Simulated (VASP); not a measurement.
A run of VASP 6.6.1 is set up as follows.

Contents of INCAR:

```
SYSTEM = GaP
PREC = Accurate
ENCUT = 520
EDIFF = 1E-7
ISMEAR = 0
SIGMA = 0.05
LREAL = .False.
LASPH = .True.
NELM = 60
ALGO = Normal
ISIF = 2
LWAVE = .False.
LCHARG = .False.
GGA = PS
NBANDS = 16
```

KPOINTS

```
Automatic mesh
0
Gamma
  8 8 8
  0 0 0
```

File POSCAR:

```
GaP
1.0
    0.0000000000      2.7252500000      2.5072300000
    2.7252500000      0.0000000000      2.5072300000
    2.7252500000      2.7252500000      0.0000000000
Ga P
1 1
Direct
    0.0000000000      0.0000000000      0.0000000000
    0.7500000000      0.7500000000      0.7500000000
```

Potentials or basis: VASP PAW PBE potentials, release 64 (Ga_d, P).

Launch:

```bash
$ cat potpaw_PBE.64/Ga_d/POTCAR potpaw_PBE.64/P/POTCAR > POTCAR
$ mpirun -np 1 vasp_std > vasp.out
```

Q: Predict the band gap on the k mesh.

A: 0.57 eV (least direct gap 2.12 eV).

Q: What does it give for the pressure?

A: 7.4 GPa.

Stress tensor (GPa, compression positive):
```
 5.69  0.00  0.00
 0.00  5.69  0.00
 0.00  0.00 10.81
```

Caveat: the cell differs from its parent crystal (strain +0.000 along x and y, -0.080 along z); the stress differs along the axes, from 6 to 11 GPa; semilocal functionals underestimate gaps, and a narrow one can read as zero; the PAW data sets were made with another functional, which shifts forces and pressure a little. A k mesh can miss the band edges.
